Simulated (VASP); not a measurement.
# BN (F-43m) in VASP: settings compared, part 2 of 2

VASP 6.6.1. Earlier steps stand in the parts before.

### 3 Single point, PBE-based global hybrid with 15 % exact exchange

File POSCAR:

```
BN
1.0
    0.0000000000      1.8130010000      1.8130010000
    1.8130010000      0.0000000000      1.8130010000
    1.8130010000      1.8130010000      0.0000000000
N B
1 1
Direct
    0.2500000000      0.2500000000      0.2500000000
    0.0000000000      0.0000000000      0.0000000000
```

File INCAR.step1:

```
SYSTEM = BN
ALGO = Normal ; EDIFF = 1E-5
ENCUT = 520 ; GGA = PE
ISIF = 2 ; ISMEAR = -1
LASPH = .TRUE. ; LCHARG = .FALSE.
LREAL = .FALSE. ; LWAVE = .TRUE.
NBANDS = 11 ; NELM = 100
PREC = Accurate ; SIGMA = 0.05
```

File INCAR.step2:

```
SYSTEM = BN
AEXX = 0.15 ; ALGO = Normal
EDIFF = 1E-7 ; ENCUT = 520
GGA = PE ; ISIF = 2
ISMEAR = -1 ; ISTART = 1
LASPH = .TRUE. ; LCHARG = .FALSE.
LHFCALC = .TRUE. ; LREAL = .FALSE.
LWAVE = .FALSE. ; NBANDS = 11
NELM = 100 ; PREC = Accurate
PRECFOCK = Normal ; SIGMA = 0.05
```

File KPOINTS:

```
k-points
0
G
  7 7 7
  0 0 0
```

Potentials or basis: VASP PAW PBE potentials, release 64 (N, B).

Launch:

```sh
cat potpaw_PBE.64/N/POTCAR potpaw_PBE.64/B/POTCAR > POTCAR
cp INCAR.step1 INCAR
mpirun -np 1 vasp_std > vasp.out
cp INCAR.step2 INCAR
mpirun -np 1 vasp_std > vasp.out
```

OUTCAR:

```text
SYSTEM = BN
   AEXX = 0.15
   EDIFF = 1E-7
   ENCUT = 520
   GGA = PE
   ISIF = 2
   ISMEAR = -1
   ISTART = 1
   LASPH = .TRUE.
   LHFCALC = .TRUE.
   LREAL = .FALSE.
   NELM = 100
   PREC = Accurate
   PRECFOCK = Normal

 ion  position               nearest neighbor table
   1  0.250  0.250  0.250-   2 1.57   2 1.57   2 1.57   2 1.57
   2  0.000  0.000  0.000-   1 1.57   1 1.57   1 1.57   1 1.57

  LATTYP: Found a face centered cubic cell.
 ALAT       =     3.6260020000

  Lattice vectors:

 A1 = (   0.0000000000,   1.8130010000,   1.8130010000)
 A2 = (   1.8130010000,   0.0000000000,   1.8130010000)
 A3 = (   1.8130010000,   1.8130010000,   0.0000000000)

Analysis of symmetry for initial positions (statically):
=====================================================================
 Subroutine PRICEL returns:
 Original cell was already a primitive cell.

 Routine SETGRP: Setting up the symmetry group for a
 face centered cubic supercell.

 Subroutine GETGRP returns: Found 24 space group operations
 (whereof 24 operations were pure point group operations)
 out of a pool of 48 trial point group operations.

The static configuration has the point symmetry T_d .

Analysis of symmetry for dynamics (positions and initial velocities):
=====================================================================
 Subroutine PRICEL returns:
 Original cell was already a primitive cell.

 Routine SETGRP: Setting up the symmetry group for a
 face centered cubic supercell.

 Subroutine GETGRP returns: Found 24 space group operations
 (whereof 24 operations were pure point group operations)
 out of a pool of 48 trial point group operations.

The dynamic configuration has the point symmetry T_d .

 Subroutine INISYM returns: Found 24 space group operations
 (whereof 24 operations are pure point group operations),
 and found     1 'primitive' translations

----------------------------------------------------------------------------------------

                                     Primitive cell

[... 120 lines left out ...]
   ENCUTFOCK=  -1.0 apply spherical cutoff to Coloumb kernel
   IVDW    =     0    specifies the selected vdW correction
   LEPSILON=     F    determine dielectric tensor
   LRPA    =     F    only Hartree local field effects (RPA)
 non-spin polarized calculation
  energy-cutoff  :      520.00
  volume of cell :       11.92
 maximum number of plane-waves:       331
  NGX = 16; NGY = 16; NGZ = 16

 number of electron       7.9999999 magnetization

 Free energy of the ion-electron system (eV)
  ---------------------------------------------------
  ext. energy  EPLUGINS =         0.00000000
  ---------------------------------------------------
  free energy    TOTEN  =       -19.74052997 eV

  energy without entropy =      -19.74052997  energy(sigma->0) =      -19.74052997

 E-fermi :   7.5567     XC(G=0): -11.1344

 val. band max:        6.5479190217   @ k =   0.0000   0.0000   0.0000
 cond. band min:      12.5078974208   @ k =   0.4286   0.4286   0.0000
 fundamental gap:      5.9599783991
 Fermi energy:         7.5567012165

 k-point     1 :       0.0000    0.0000    0.0000
  band No.  band energies     occupation
      1     -14.7248      2.00000
      2       6.5479      2.00000
      3       6.5479      2.00000
      4       6.5479      2.00000
      5      16.8211      0.00000
      6      16.8211      0.00000
      7      16.8211      0.00000
      8      18.2809      0.00000
      9      32.7817      0.00000
     10      35.8715      0.00000
     11      35.8715      0.00000
[... 253 lines left out ...]
 k-point    20 :      -0.2857    0.4286    0.1429
  band No.  band energies     occupation
      1      -8.8130      2.00000
      2      -1.7951      2.00000
      3      -1.2318      2.00000
      4       1.2546      2.00000
      5      16.7730      0.00000
      6      21.2452      0.00000
      7      22.8020      0.00000
      8      24.0864      0.00000
      9      26.9004      0.00000
     10      33.9779      0.00000
     11      36.6433      0.00000

------------------------ aborting loop because EDIFF is reached ----------------------------------------

  FORCE on cell =-STRESS in cart. coord.  units (eV):
  Direction    XX          YY          ZZ          XY          YZ          ZX
  --------------------------------------------------------------------------------------
  -------------------------------------------------------------------------------------
  Total       -0.4138814     -0.4138814     -0.4138814      0.0000000      0.0000000      0.0000000
  in kB      -55.6368266    -55.6368266    -55.6368266      0.0000000      0.0000000      0.0000000
  external PRESSURE =     -55.6368266 kB  Pullay stress =       0.0000000 kB

 VOLUME and BASIS-vectors are now :
 -----------------------------------------------------------------------------
  energy-cutoff  :      520.00
  volume of cell :       11.92
      direct lattice vectors                 reciprocal lattice vectors
     0.000000000  1.813001000  1.813001000    -0.275785838  0.275785838  0.275785838
     1.813001000  0.000000000  1.813001000     0.275785838 -0.275785838  0.275785838
     1.813001000  1.813001000  0.000000000     0.275785838  0.275785838 -0.275785838

 POSITION                                       TOTAL-FORCE (eV/Angst)
 -----------------------------------------------------------------------------------
      0.90650      0.90650      0.90650        -0.000000      0.000000     -0.000000
      0.00000      0.00000      0.00000         0.000000     -0.000000      0.000000
 -----------------------------------------------------------------------------------
    total drift:                                0.000000      0.000000      0.000000

  FREE ENERGIE OF THE ION-ELECTRON SYSTEM (eV)
  ---------------------------------------------------
  free  energy   TOTEN  =       -19.7405299669 eV

  energy  without entropy=      -19.7405299669  energy(sigma->0) =      -19.74052997
```

OUTCAR.step1:

```text
SYSTEM = BN
   EDIFF = 1E-5
   ENCUT = 520
   GGA = PE
   ISIF = 2
   ISMEAR = -1
   LASPH = .TRUE.
[... 493 lines left out ...]
      0.90650      0.90650      0.90650        -0.000000      0.000000      0.000000
      0.00000      0.00000      0.00000         0.000000     -0.000000     -0.000000
 -----------------------------------------------------------------------------------
    total drift:                                0.000000      0.000000      0.000000

  FREE ENERGIE OF THE ION-ELECTRON SYSTEM (eV)
  ---------------------------------------------------
  free  energy   TOTEN  =       -17.4500475601 eV

  energy  without entropy=      -17.4500475601  energy(sigma->0) =      -17.45004756
```

OSZICAR.step1:

```text
N       E                     dE             d eps       ncg     rms          rms(c)
DAV:   1     0.864951452113E+01    0.86495E+01   -0.48483E+03   448   0.721E+02
DAV:   2    -0.179184997261E+02   -0.26568E+02   -0.26053E+02   549   0.162E+02
DAV:   3    -0.184011829221E+02   -0.48268E+00   -0.48196E+00   521   0.183E+01
DAV:   4    -0.184016930327E+02   -0.51011E-03   -0.51010E-03   467   0.698E-01
DAV:   5    -0.184016935131E+02   -0.48033E-06   -0.48033E-06   512   0.206E-02    0.665E+00
DAV:   6    -0.175329629504E+02    0.86873E+00   -0.29425E+00   464   0.988E+00    0.324E+00
DAV:   7    -0.174638232013E+02    0.69140E-01   -0.10084E-01   488   0.263E+00    0.191E+00
DAV:   8    -0.174497874956E+02    0.14036E-01   -0.35326E-02   502   0.136E+00    0.187E-01
DAV:   9    -0.174499538282E+02   -0.16633E-03   -0.99915E-04   464   0.259E-01    0.828E-02
DAV:  10    -0.174500421969E+02   -0.88369E-04   -0.12500E-04   484   0.951E-02    0.149E-02
DAV:  11    -0.174500475601E+02   -0.53632E-05   -0.96389E-06   485   0.253E-02
   1 F= -.17450048E+02 E0= -.17450048E+02  d E =-.357991E-10
```

Wall time 14 min (1 thread of Intel Xeon 8259CL, shared host); peak memory 0.1 GiB.

What came out:

* Free energy: -19.7405 eV
* Pressure: -5.6 GPa
* Band gap on the k mesh: 5.96 eV (least direct gap 10.27 eV)

Levels at points of the mesh, in eV from the valence-band top:
| k point | band 1 | band 2 | band 3 | band 4 | band 5 | band 6 | band 7 | band 8 |
| --- | --- | --- | --- | --- | --- | --- | --- | --- |
| (0.00, 0.00, 0.00) | -21.27 | 0.00 | 0.00 | 0.00 | 10.27 | 10.27 | 10.27 | 11.73 |

Caveat: the k points lie up to 0.43 Å⁻¹ apart; the PAW data sets were made with another functional, which shifts forces and pressure a little; an odd mesh through Γ misses points on the zone boundary, where band edges can lie.
